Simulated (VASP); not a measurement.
# SnSe2 (P-3m1) in VASP: further runs

Runs on SnSe2. Level: PBEsol+D3(BJ). Tasks: relaxation of cell and atoms, relaxation of shape and atoms at fixed volume.

All numbers are computed with VASP 6.6.1; they aren't measurements. Logs are shortened: lines on timing, memory, paths and dates and some standing lists are left out, and cuts for length are marked.

## (1) The cell of the first run

It takes space group P-3m1 (No. 164, trigonal). Conventional cell: a = 3.785 Å, b = 3.785 Å, c = 5.766 Å, α = 90.00°, β = 90.00°, γ = 120.00°. Sn (site symmetry -3m) has 6 Se at 2.70 Å within 3.6 Å. Within 3.6 Å of Se (site symmetry 3m) lie 3 Sn at 2.70 Å and 3 Se at 3.39 Å.

## (2) Relaxation of cell and atoms, PBEsol+D3(BJ)

INCAR

```
ALGO = Normal ; EDIFF = 1E-6
EDIFFG = -0.005 ; ENCUT = 600
GGA = PS ; IBRION = 2
ISIF = 3 ; ISMEAR = 0
IVDW = 12 ; LASPH = True
LCHARG = False ; LREAL = False
LWAVE = False ; NELM = 100
NSW = 100 ; PREC = Accurate
SIGMA = 0.02
```

KPOINTS

```
k-points
0
Gamma
  12 12 6
```

POSCAR

```
SnSe2
1.0
    3.7845309189      0.0000000000      0.0000000000
   -1.8922654594      3.2774999172      0.0000000000
    0.0000000000      0.0000000000      5.7664870544
Sn Se
1 2
Direct
    0.0000000000      0.0000000000      0.0000000000
    0.3333333333      0.6666666667      0.2749762173
    0.6666666667      0.3333333333      0.7250237827
```

Potentials or basis: VASP PAW PBE potentials, release 64 (Sn_d, Se).

Started as:

```console
$ cat potpaw_PBE.64/Sn_d/POTCAR potpaw_PBE.64/Se/POTCAR > POTCAR
$ mpirun -np 1 vasp_std > vasp.out
```

OUTCAR:

```text
EDIFF = 1E-6
   EDIFFG = -0.005
   ENCUT = 600
   GGA = PS
   IBRION = 2
   ISIF = 3
   ISMEAR = 0
   IVDW = 12
   LASPH = True
   LREAL = False
   NELM = 100
   NSW = 100
   PREC = Accurate
 IVDW          = 12

 ion  position               nearest neighbor table
   1  0.000  0.000  0.000-   2 2.70   3 2.70   2 2.70   3 2.70   3 2.70   2 2.70
   2  0.333  0.667  0.275-   1 2.70   1 2.70   1 2.70
   3  0.667  0.333  0.725-   1 2.70   1 2.70   1 2.70

  LATTYP: Found a hexagonal cell.
 ALAT       =     3.7845309189
 C/A-ratio  =     1.5236992848

  Lattice vectors:

 A1 = (   3.7845309189,   0.0000000000,   0.0000000000)
 A2 = (  -1.8922654594,   3.2774999172,   0.0000000000)
 A3 = (   0.0000000000,   0.0000000000,   5.7664870544)

Analysis of symmetry for initial positions (statically):
=====================================================================
 Subroutine PRICEL returns:
 Original cell was already a primitive cell.

 Routine SETGRP: Setting up the symmetry group for a
 hexagonal supercell.

 Subroutine GETGRP returns: Found 12 space group operations
 (whereof 12 operations were pure point group operations)
 out of a pool of 24 trial point group operations.

The static configuration has the point symmetry D_3d.

Analysis of symmetry for dynamics (positions and initial velocities):
=====================================================================
 Subroutine PRICEL returns:
 Original cell was already a primitive cell.

 Routine SETGRP: Setting up the symmetry group for a
 hexagonal supercell.

 Subroutine GETGRP returns: Found 12 space group operations
 (whereof 12 operations were pure point group operations)
 out of a pool of 24 trial point group operations.

The dynamic configuration has the point symmetry D_3d.

 Subroutine INISYM returns: Found 12 space group operations
 (whereof 12 operations are pure point group operations),
 and found     1 'primitive' translations

----------------------------------------------------------------------------------------

                                     Primitive cell

  volume of cell :      71.5264

  direct lattice vectors                    reciprocal lattice vectors
     3.784530919  0.000000000  0.000000000     0.264233539  0.152555305  0.000000000
    -1.892265459  3.277499917  0.000000000     0.000000000  0.305110610  0.000000000
     0.000000000  0.000000000  5.766487054     0.000000000  0.000000000  0.173415806

  length of vectors
     3.784530919  3.784530919  5.766487054     0.305110610  0.305110610  0.173415806

  position of ions in fractional coordinates (direct lattice)
     0.000000000  0.000000000  0.000000000
     0.333333333  0.666666667  0.274976217
     0.666666667  0.333333333  0.725023783

  ion indices of the primitive-cell ions
   primitive index   ion index
                 1           1
                 2           2
                 3           3

----------------------------------------------------------------------------------------

 KPOINTS: k-points

Automatic generation of k-mesh.
 Grid dimensions read from file:
 generate k-points for:   12   12    6

 Generating k-lattice:

  Cartesian coordinates                     Fractional coordinates (reciprocal lattice)
     0.022019462  0.012712942  0.000000000     0.083333333  0.000000000  0.000000000
     0.000000000  0.025425884  0.000000000     0.000000000  0.083333333  0.000000000
     0.000000000  0.000000000  0.028902634     0.000000000  0.000000000  0.166666667

  Length of vectors
     0.025425884  0.025425884  0.028902634

  Shift w.r.t. Gamma in fractional coordinates (k-lattice)
     0.000000000  0.000000000  0.000000000

 Subroutine IBZKPT returns following result:
 ===========================================

 Found    100 irreducible k-points:

 Following reciprocal coordinates:
            Coordinates               Weight
  0.000000  0.000000  0.000000      1.000000
  0.083333  0.000000  0.000000      6.000000
  0.166667  0.000000  0.000000      6.000000
  0.250000  0.000000  0.000000      6.000000
  0.333333 -0.000000  0.000000      6.000000
  0.416667  0.000000  0.000000      6.000000
[... 16 lines left out ...]
  0.166667  0.000000  0.166667      6.000000
  0.000000  0.166667  0.166667      6.000000
 [... further k-points ...]
   k-points           NKPTS =    100   k-points in BZ     NKDIM =    100   number of bands    NBANDS=     17
   number of dos      NEDOS =    301   number of ions     NIONS =      3
   total plane-waves  NPLWV =  43200
   dimension x,y,z NGX =    30 NGY =   30 NGZ =   48
   dimension x,y,z NGXF=    60 NGYF=   60 NGZF=   96
   ions per type =               1   2
   NGX,Y,Z   is equivalent  to a cutoff of  13.18, 13.18, 13.84 a.u.
   NGXF,Y,Z  is equivalent  to a cutoff of  26.36, 26.36, 27.68 a.u.
 SYSTEM =  unknown system
   PREC   = accura    normal or accurate (medium, high low for compatibility)
   ISTART =      0    job   : 0-new  1-cont  2-samecut
   ICHARG =      2    charge: 1-file 2-atom 10-const
   ISPIN  =      1    spin polarized calculation?
   LNONCOLLINEAR =      F non collinear calculations
   LSORBIT =      F    spin-orbit coupling
   LASPH  =      T    aspherical Exc in radial PAW
   ENCUT  =  600.0 eV  44.10 Ry    6.64 a.u.   7.56  7.56 11.52*2*pi/ulx,y,z
   NELM   =    100;   NELMIN=  2; NELMDL= -5     # of ELM steps
   EDIFF  = 0.1E-05   stopping-criterion for ELM
   LREAL  =      F    real-space projection
   EDIFFG = -.5E-02   stopping-criterion for IOM
   NSW    =    100    number of steps for IOM
   IBRION =      2    ionic relax: 0-MD 1-quasi-New 2-CG
   NFREE  =      1    steps in history (QN), initial steepest desc. (CG)
   ISIF   =      3    stress and relaxation
   ISYM   =      2    0-nonsym 1-usesym 2-fastsym
   POTIM  = 0.5000    time-step for ionic-motion
   TEBEG  =    0.0;   TEEND  =   0.0 temperature during run
   PSTRESS=    0.0 pullay stress
   NELECT =      26.0000    total number of electrons
   NUPDOWN=      -1.0000    fix difference up-down
   EMIN   =  10.00;   EMAX   =-10.00  energy-range for DOS
   EFERMI =   0.00;   METHOD = LEGACY
   ISMEAR =     0;   SIGMA  =   0.02  broadening in eV -4-tet -1-fermi 0-gaus
   EFERMI_NEDOS =   21; number of points for ismear=-14 and -15
   IALGO  =     38    algorithm
   IMIX   =      4    mixing-type and parameters
     AMIX     =   0.40;   BMIX     =  1.00
     AMIX_MAG =   1.60;   BMIX_MAG =  1.00
  volume/ion in A,a.u.               =      23.84       160.89
  Fermi-wavevector in a.u.,A,eV,Ry     =   1.168362  2.207883 18.572887  1.365069
  Thomas-Fermi vector in A             =   2.304849
   LORBIT       =      0    0 simple, 1 ext, 2 COOP (PROOUT), +10 PAW based schemes
   GGA     = PS    functional components
   LHFCALC =     F    Hartree Fock is set to
   AEXX    =    0.0000 exact exchange contribution
   IVDW    =    12    specifies the selected vdW correction
   LEPSILON=     F    determine dielectric tensor
   LRPA    =     F    only Hartree local field effects (RPA)
 conjugate gradient relaxation of ions
 non-spin polarized calculation
 Gauss-broadening in eV      SIGMA  =   0.02
  energy-cutoff  :      600.00
  volume of cell :       71.53
 maximum number of plane-waves:      2412
   NGX = 15   NGY = 15   NGZ = 23

--------------------------------------- Ionic step        1  -------------------------------------------

 number of electron      26.0000000 magnetization

 Free energy of the ion-electron system (eV)
  ---------------------------------------------------
  ext. energy  EPLUGINS =         0.00000000
  ---------------------------------------------------
  free energy    TOTEN  =       -12.94043862 eV

  energy without entropy =      -12.94041247  energy(sigma->0) =      -12.94042555

------------------------ aborting loop because EDIFF is reached ----------------------------------------

 Edisp (eV)   -1.06756

 E8    (eV) :    -0.7035

  FORCE on cell =-STRESS in cart. coord.  units (eV):
  Direction    XX          YY          ZZ          XY          YZ          ZX
  --------------------------------------------------------------------------------------
  -------------------------------------------------------------------------------------
  Total       0.18374     0.18374     0.15377     0.00000    -0.00000     0.00000
  in kB       4.11570     4.11570     3.44452     0.00000    -0.00000     0.00000
  external pressure =        3.89 kB  Pullay stress =        0.00 kB
[... 227 lines left out ...]
  energy  without entropy=      -14.0083935714  energy(sigma->0) =      -14.00841651

--------------------------------------- Ionic step        7  -------------------------------------------

 number of electron      25.9999998 magnetization

 Free energy of the ion-electron system (eV)
  ---------------------------------------------------
  ext. energy  EPLUGINS =         0.00000000
  ---------------------------------------------------
  free energy    TOTEN  =       -12.94601366 eV

  energy without entropy =      -12.94596893  energy(sigma->0) =      -12.94599129

 E-fermi :   5.2874     XC(G=0): -10.0849

 val. band max:        5.2649554924   @ k =   0.0833   0.0833   0.0000
 cond. band min:       5.3097463343   @ k =   0.0000   0.4167   0.3333
 fundamental gap:      0.0447908419
 Fermi energy:         5.2873512120

 k-point     1 :       0.0000    0.0000    0.0000
  band No.  band energies     occupation
      1     -16.2872      2.00000
      2     -16.2872      2.00000
      3     -16.2483      2.00000
      4     -16.2339      2.00000
      5     -16.2339      2.00000
      6      -9.2647      2.00000
[... 9 lines left out ...]
     16       9.5985      0.00000
     17       9.5985      0.00000
[... 443 lines left out ...]
      1     -16.2998      2.00000
      2     -16.2773      2.00000
      3     -16.2434      2.00000
      4     -16.2376      2.00000
      5     -16.2323      2.00000
      6      -8.9102      2.00000
[... 9 lines left out ...]
     16       9.8376      0.00000
     17      10.1717      0.00000

 [... further k-points ...]

------------------------ aborting loop because EDIFF is reached ----------------------------------------

 Edisp (eV)   -1.06243

 E8    (eV) :    -0.7001

  FORCE on cell =-STRESS in cart. coord.  units (eV):
  Direction    XX          YY          ZZ          XY          YZ          ZX
  --------------------------------------------------------------------------------------
  -------------------------------------------------------------------------------------
  Total       0.00065     0.00065     0.00178     0.00000     0.00000     0.00000
  in kB       0.01453     0.01453     0.03971     0.00000     0.00000     0.00000
  external pressure =        0.02 kB  Pullay stress =        0.00 kB
[... 18 lines left out ...]
  FREE ENERGIE OF THE ION-ELECTRON SYSTEM (eV)
  ---------------------------------------------------
  free  energy   TOTEN  =       -14.0084404524 eV

  energy  without entropy=      -14.0083957214  energy(sigma->0) =      -14.00841809

 reached required accuracy - stopping structural energy minimisation
```

Wall time 3.9 min (1 thread of Intel Xeon 6975P-C (Granite Rapids), shared host); peak memory 0.32 GiB.

What came out:

- Free energy: -14.0084 eV
- Relaxed volume: 23.96 Å³/atom
- Relaxed cell: a = 3.793 Å, b = 3.793 Å, c = 5.769 Å, α = 90.00°, β = 90.00°, γ = 120.00°
- Space group after relaxing (to 0.05 Å): P-3m1 (No. 164)
- Energy gained by relaxing: 0.1 meV/atom
- Ionic steps: 7
- Pressure after relaxing: 0.0 GPa
- Largest force after relaxing: 0.005 eV/Å
- Band gap on the k mesh: 0.04 eV, indirect (least direct gap 0.69 eV)
- Dispersion energy per atom: -0.354 eV

Forces on the atoms (eV/Å):
```
Sn   0.000  0.000  0.000
Se   0.000  0.000  0.005
Se   0.000  0.000 -0.005
```

Step by step:
| step | energy change (eV) | largest force (eV/Å) | pressure (GPa) | volume (Å³) |
| --- | --- | --- | --- | --- |
| 1 | 0.0000 | 0.0382 | 0.39 | 71.53 |
| 2 | -0.0001 | 0.0408 | -0.32 | 72.13 |
| 3 | -0.0004 | 0.0038 | 0.01 | 71.84 |
| 4 | -0.0004 | 0.0046 | -0.01 | 71.85 |
| 5 | -0.0004 | 0.0001 | -0.01 | 71.86 |
| 6 | -0.0004 | 0.0068 | -0.01 | 71.87 |
| 7 | -0.0004 | 0.0049 | 0.00 | 71.87 |

Final structure:
```
CELL_PARAMETERS angstrom
3.79272 0.00000 0.00000
-1.89636 3.28459 0.00000
0.00000 0.00000 5.76890
ATOMIC_POSITIONS crystal
Sn 0.00000 0.00000 0.00000
Se 0.33333 0.66667 0.27510
Se 0.66667 0.33333 0.72490
```

Levels at points of the mesh, in eV from the valence-band top:
| k point | band 10 | band 11 | band 12 | band 13 | band 14 | band 15 | band 16 | band 17 |
| --- | --- | --- | --- | --- | --- | --- | --- | --- |
| (0.00, 0.00, 0.00) | -0.96 | -0.89 | -0.89 | -0.17 | 0.52 | 2.66 | 4.33 | 4.33 |
| (0.50, 0.00, 0.00) | -3.85 | -3.10 | -2.30 | -0.53 | 1.07 | 3.18 | 4.41 | 4.48 |
| (0.00, 0.00, 0.50) | -1.21 | -1.21 | -0.48 | -0.48 | 2.47 | 2.50 | 3.77 | 3.77 |
| (0.50, 0.00, 0.50) | -2.67 | -2.28 | -1.51 | -1.44 | 0.52 | 3.50 | 4.25 | 5.46 |

Caveat: the PAW data sets were made with another functional, which shifts forces and pressure a little; spin-orbit coupling is left out, which moves the levels of the heavy elements.

(Continued in part 2 of 2.)
